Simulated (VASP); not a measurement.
# EuSe2 (Fm-3m) in VASP: a series of runs, part 2 of 2

VASP 6.6.1. The steps go on from the part before.

### 3 Single point, PBE, collinear spin, ferromagnetic start (28.31 Å³/atom)

This run uses another cell than the first one, of 28.31 Å³/atom.

Input file INCAR:

```
SYSTEM = EuSe2
ALGO = Normal ; EDIFF = 1E-7
ENCUT = 520 ; GGA = PE
ISIF = 2 ; ISMEAR = 0
ISPIN = 2 ; LASPH = .TRUE.
LCHARG = .FALSE. ; LMAXMIX = 6
LORBIT = 11 ; LREAL = .FALSE.
LWAVE = .FALSE. ; MAGMOM = 7.1 0 0
NBANDS = 26 ; NELM = 150
PREC = Accurate ; SIGMA = 0.05
```

Input file KPOINTS:

```
k-points
0
G
  8 8 8
  0 0 0
```

Input file POSCAR:

```
EuSe2
1.0
    0.0000000000      3.4889830881      3.4889830881
    3.4889830881      0.0000000000      3.4889830881
    3.4889830881      3.4889830881      0.0000000000
Eu Se
1 2
Direct
    0.0000000000      0.0000000000      0.0000000000
    0.2500000000      0.2500000000      0.2500000000
    0.7500000000      0.7500000000      0.7500000000
```

Potentials or basis: VASP PAW PBE potentials, release 64 (Eu, Se).

Launch:

```
$ cat potpaw_PBE.64/Eu/POTCAR potpaw_PBE.64/Se/POTCAR > POTCAR
$ mpirun -np 1 vasp_std > vasp.out
```

OUTCAR:

```text
SYSTEM = EuSe2
   EDIFF = 1E-7
   ENCUT = 520
   GGA = PE
   ISIF = 2
   ISMEAR = 0
   ISPIN = 2
   LASPH = .TRUE.
   LORBIT = 11
   LREAL = .FALSE.
   NELM = 150
   PREC = Accurate

 ion  position               nearest neighbor table
   1  0.000  0.000  0.000-   2 3.02   3 3.02   3 3.02   3 3.02   3 3.02   2 3.02   2 3.02   2 3.02

   2  0.250  0.250  0.250-   1 3.02   1 3.02   1 3.02   1 3.02
   3  0.750  0.750  0.750-   1 3.02   1 3.02   1 3.02   1 3.02

  LATTYP: Found a face centered cubic cell.
 ALAT       =     6.9779661762

  Lattice vectors:

 A1 = (   0.0000000000,   3.4889830881,   3.4889830881)
 A2 = (   3.4889830881,   0.0000000000,   3.4889830881)
 A3 = (   3.4889830881,   3.4889830881,   0.0000000000)

Analysis of symmetry for initial positions (statically):
=====================================================================
 Subroutine PRICEL returns:
 Original cell was already a primitive cell.

 Routine SETGRP: Setting up the symmetry group for a
 face centered cubic supercell.

 Subroutine GETGRP returns: Found 48 space group operations
 (whereof 48 operations were pure point group operations)
 out of a pool of 48 trial point group operations.

The static configuration has the point symmetry O_h .

Analysis of symmetry for dynamics (positions and initial velocities):
=====================================================================
 Subroutine PRICEL returns:
 Original cell was already a primitive cell.

 Routine SETGRP: Setting up the symmetry group for a
 face centered cubic supercell.

 Subroutine GETGRP returns: Found 48 space group operations
 (whereof 48 operations were pure point group operations)
 out of a pool of 48 trial point group operations.

The dynamic configuration has the point symmetry O_h .

Analysis of structural, dynamic, and magnetic symmetry:
[... 159 lines left out ...]

  energy without entropy =      -21.83987669  energy(sigma->0) =      -21.84403648

 E-fermi :   2.0767     XC(G=0):  -9.2666

 val. band max:        2.0764723950   @ k =   0.3750   0.3750   0.0000
 cond. band min:       2.0791233774   @ k =   0.3750   0.1250   0.0000
 fundamental gap:      0.0026509824
 Fermi energy:         2.0767173206

 spin component 1

 k-point     1 :       0.0000    0.0000    0.0000
  band No.  band energies     occupation
      1     -38.8448      1.00000
      2     -17.4586      1.00000
      3     -17.4586      1.00000
      4     -17.4586      1.00000
      5     -10.5115      1.00000
      6      -8.6865      1.00000
[... 685 lines left out ...]
     25       9.6900      0.00000
     26       9.8869      0.00000

 [... further k-points ...]

 spin component 2

 k-point     1 :       0.0000    0.0000    0.0000
  band No.  band energies     occupation
      1     -35.9078      1.00000
      2     -15.3687      1.00000
      3     -15.3687      1.00000
      4     -15.3687      1.00000
      5     -10.5932      1.00000
      6      -8.8105      1.00000
[... 685 lines left out ...]
     25      10.1826      0.00000
     26      10.2395      0.00000

 [... further k-points ...]

------------------------ aborting loop because EDIFF is reached ----------------------------------------

  FORCE on cell =-STRESS in cart. coord.  units (eV):
  Direction    XX          YY          ZZ          XY          YZ          ZX
  --------------------------------------------------------------------------------------
  -------------------------------------------------------------------------------------
  Total        0.2140051      0.2140051      0.2140051      0.0000000     -0.0000000      0.0000000
  in kB        4.0365294      4.0365294      4.0365294      0.0000000     -0.0000000      0.0000000
  external PRESSURE =       4.0365294 kB  Pullay stress =       0.0000000 kB

 VOLUME and BASIS-vectors are now :
 -----------------------------------------------------------------------------
  energy-cutoff  :      520.00
  volume of cell :       84.94
      direct lattice vectors                 reciprocal lattice vectors
     0.000000000  3.488983088  3.488983088    -0.143308233  0.143308233  0.143308233
     3.488983088  0.000000000  3.488983088     0.143308233 -0.143308233  0.143308233
     3.488983088  3.488983088  0.000000000     0.143308233  0.143308233 -0.143308233

 POSITION                                       TOTAL-FORCE (eV/Angst)
 -----------------------------------------------------------------------------------
      0.00000      0.00000      0.00000        -0.000000      0.000000      0.000000
      1.74449      1.74449      1.74449         0.000000      0.000000      0.000000
      5.23347      5.23347      5.23347        -0.000000     -0.000000     -0.000000
 -----------------------------------------------------------------------------------
    total drift:                               -0.000000      0.000000      0.000000

  FREE ENERGIE OF THE ION-ELECTRON SYSTEM (eV)
  ---------------------------------------------------
  free  energy   TOTEN  =       -21.8481962703 eV

  energy  without entropy=      -21.8398766924  energy(sigma->0) =      -21.84403648

 total charge

# of ion       s       p       d       f       tot
--------------------------------------------------
    1        2.039   5.736   0.404   6.432  14.610
    2        1.471   2.318   0.015   0.000   3.804
    3        1.471   2.318   0.015   0.000   3.804
--------------------------------------------------
tot          4.981  10.372   0.434   6.432  22.219

 magnetization (x)

# of ion       s       p       d       f       tot
--------------------------------------------------
    1       -0.010  -0.112   0.061   6.365   6.304
    2       -0.006  -0.097   0.001   0.000  -0.102
    3       -0.006  -0.097   0.001   0.000  -0.102
--------------------------------------------------
tot         -0.022  -0.306   0.063   6.365   6.100
```

OSZICAR:

```text
N       E                     dE             d eps       ncg     rms          rms(c)
DAV:   1     0.190836638540E+03    0.19084E+03   -0.11131E+04  4268   0.410E+03
DAV:   2     0.148353272294E+02   -0.17600E+03   -0.14910E+03  4240   0.403E+02
[... 18 lines left out ...]
DAV:  21    -0.218480973802E+02   -0.25001E-04   -0.11495E-04  4712   0.235E-01    0.866E-02
DAV:  22    -0.218481516740E+02   -0.54294E-04   -0.22981E-04  4028   0.304E-01    0.330E-01
DAV:  23    -0.218481931180E+02   -0.41444E-04   -0.50088E-05  4838   0.997E-02    0.117E-01
DAV:  24    -0.218481958417E+02   -0.27237E-05   -0.77485E-06  4828   0.562E-02    0.284E-02
DAV:  25    -0.218481962859E+02   -0.44414E-06   -0.14824E-06  5162   0.198E-02    0.294E-02
DAV:  26    -0.218481962703E+02    0.15556E-07   -0.35181E-07  4130   0.564E-03
   1 F= -.21848196E+02 E0= -.21844036E+02  d E =-.831958E-02  mag=     6.2615
```

It took 4.6 min on 1 thread of Intel Xeon Platinum 8488C (Sapphire Rapids), shared host; peak memory 0.36 GiB.

Results:

```yaml
Free_energy: -21.8482 eV
Pressure: 0.4 GPa
Net_moment: 6.26 μB per cell
Site_moments: Eu +6.30; Se -0.10 μB
Valence_electrons_inside_the_program's_atomic_spheres: Eu 14.61; Se 3.80
```

Caveat: spin-orbit coupling is left out, which moves the levels of the heavy elements; a cell with one magnetic atom can't hold antiferromagnetic order, which such compounds often take; semilocal functionals describe open f shells poorly, which spoils levels, moments and volumes. The state reached can hang on the start; a lower one may exist.

### 4 Single point, PBE, collinear spin, ferromagnetic start (28.56 Å³/atom)

This run uses another cell than the first one, of 28.56 Å³/atom.

Input file INCAR:

```
SYSTEM = EuSe2
ALGO = Normal
EDIFF = 1E-6
ENCUT = 520
GGA = PE
ISIF = 2
ISMEAR = 0
ISPIN = 2
LASPH = .TRUE.
LCHARG = .TRUE.
LELF = .TRUE.
LMAXMIX = 6
LORBIT = 11
LREAL = .FALSE.
LVHAR = .TRUE.
LWAVE = .FALSE.
MAGMOM = 7.1 0 0
NBANDS = 26
NELM = 150
PREC = Accurate
SIGMA = 0.05
```

KPOINTS is that of step 3.

Input file POSCAR:

```
EuSe2
1.0
    0.0000000000      3.4991617134      3.4991617134
    3.4991617134      0.0000000000      3.4991617134
    3.4991617134      3.4991617134      0.0000000000
Eu Se
1 2
Direct
    0.0000000000      0.0000000000      0.0000000000
    0.2500000000      0.2500000000      0.2500000000
    0.7500000000      0.7500000000      0.7500000000
```

Launch:

```
$ cat potpaw_PBE.64/Eu/POTCAR potpaw_PBE.64/Se/POTCAR > POTCAR
$ mpirun -np 1 vasp_std > vasp.out
```

Run time: 4.3 min. Hardware: 1 thread of Intel Xeon Platinum 8488C (Sapphire Rapids), shared host; peak memory 0.36 GiB.

Results (log left out):

| Property | Result |
| --- | --- |
| Free energy | -21.8493 eV |
| Pressure | 0.0 GPa |
| Net moment | 6.26 μB per cell |
| Site moments | Eu +6.31; Se -0.10 μB |
| Valence electrons inside the program's atomic spheres | Eu 14.61; Se 3.80 |

Levels at points of the mesh, in eV from the Fermi level:
Spin up:
```tsv
k point	band 16	band 17	band 18	band 19	band 20	band 21
(0.00, 0.00, 0.00)	-0.23	0.66	0.66	0.66	2.98	2.98
(0.50, 0.00, 0.00)	-0.37	-0.12	-0.12	-0.06	3.58	3.58
(0.50, 0.50, 0.00)	-0.33	-0.15	-0.15	1.41	2.65	4.26
```
Spin down:
```tsv
k point	band 8	band 9	band 10	band 11	band 12	band 13	band 14	band 15
(0.00, 0.00, 0.00)	-2.94	-2.94	0.14	0.14	0.14	3.54	3.54	4.20
(0.50, 0.00, 0.00)	-2.18	-1.83	-1.57	-1.13	-1.13	3.99	4.27	4.27
(0.50, 0.50, 0.00)	-2.43	-2.43	-0.11	-0.11	0.77	3.09	4.12	4.25
```

Caveat: spin-orbit coupling is left out, which moves the levels of the heavy elements; a cell with one magnetic atom can't hold antiferromagnetic order, which such compounds often take; semilocal functionals describe open f shells poorly, which spoils levels, moments and volumes. The state reached can hang on the start; a lower one may exist.

### 5 Single point, PBE, collinear spin, ferromagnetic start

This run uses another cell than the first one, of 28.56 Å³/atom.

Input file INCAR:

```
PREC = Accurate
ENCUT = 520
EDIFF = 1E-6
ISMEAR = 0
SIGMA = 0.05
LREAL = False
LASPH = True
NELM = 150
ALGO = Normal
ISIF = 2
LWAVE = False
LCHARG = False
ISPIN = 2
MAGMOM = 0.5 0 0
LORBIT = 11
LMAXMIX = 6
GGA = PE
NBANDS = 26
```

Input file KPOINTS:

```
regular mesh
0
Gamma
  8 8 8
```

POSCAR is that of step 4.

Launch:

```
$ cat potpaw_PBE.64/Eu/POTCAR potpaw_PBE.64/Se/POTCAR > POTCAR
$ mpirun -np 1 vasp_std > vasp.out
```

It took 6.2 min on 1 thread of Intel Xeon Platinum 8488C (Sapphire Rapids), shared host; peak memory 0.36 GiB.

The run converged. Its results:

```
Free energy                                           : -21.8493 eV
Pressure                                              : 0.0 GPa
Net moment                                            : 6.26 μB per cell
Site moments                                          : Eu +6.31; Se -0.10 μB
Valence electrons inside the program's atomic spheres : Eu 14.61; Se 3.80
```

Levels at points of the mesh, in eV from the Fermi level:
Spin up:
```tsv
k point	band 15	band 16	band 17	band 18	band 19	band 20	band 21	band 22
(0.00, 0.00, 0.00)	-0.46	-0.23	0.66	0.66	0.66	2.98	2.98	4.46
(0.50, 0.00, 0.00)	-0.42	-0.37	-0.12	-0.12	-0.06	3.58	3.58	4.80
(0.50, 0.50, 0.00)	-0.33	-0.33	-0.15	-0.15	1.41	2.65	4.26	4.68
```
Spin down:
| k point | band 8 | band 9 | band 10 | band 11 | band 12 | band 13 | band 14 | band 15 |
| --- | --- | --- | --- | --- | --- | --- | --- | --- |
| (0.00, 0.00, 0.00) | -2.94 | -2.94 | 0.14 | 0.14 | 0.14 | 3.54 | 3.54 | 4.20 |
| (0.50, 0.00, 0.00) | -2.18 | -1.83 | -1.56 | -1.13 | -1.13 | 3.99 | 4.27 | 4.27 |
| (0.50, 0.50, 0.00) | -2.43 | -2.43 | -0.11 | -0.11 | 0.77 | 3.09 | 4.12 | 4.25 |

Caveat: spin-orbit coupling is left out, which moves the levels of the heavy elements; a cell with one magnetic atom can't hold antiferromagnetic order, which such compounds often take; semilocal functionals describe open f shells poorly, which spoils levels, moments and volumes.

### 6 The runs side by side

| cell | gap on the mesh (eV) | pressure (GPa) | moment (μB) |
| --- | --- | --- | --- |
| a = 4.928 Å, angles 60.0°, 3 atoms | none | 0.6 | 6.26 |
| a = 4.934 Å, angles 60.0°, 3 atoms | none | 0.4 | 6.26 |
| a = 4.949 Å, angles 60.0°, 3 atoms | none | 0.0 | 6.26 |

Alike in all rows: task single point; level PBE; potentials or basis VASP PAW PBE potentials, release 64 (Eu, Se); spin collinear, ferromagnetic start; k mesh 8 × 8 × 8; cutoff (eV) 520; smearing gaussian 0.05 eV.

Caveats: spin-orbit coupling is left out, which moves the levels of the heavy elements; a cell with one magnetic atom can't hold antiferromagnetic order, which such compounds often take; semilocal functionals describe open f shells poorly, which spoils levels, moments and volumes.

Total energies depend on the potentials used, so only differences within one code and one set of settings carry meaning.
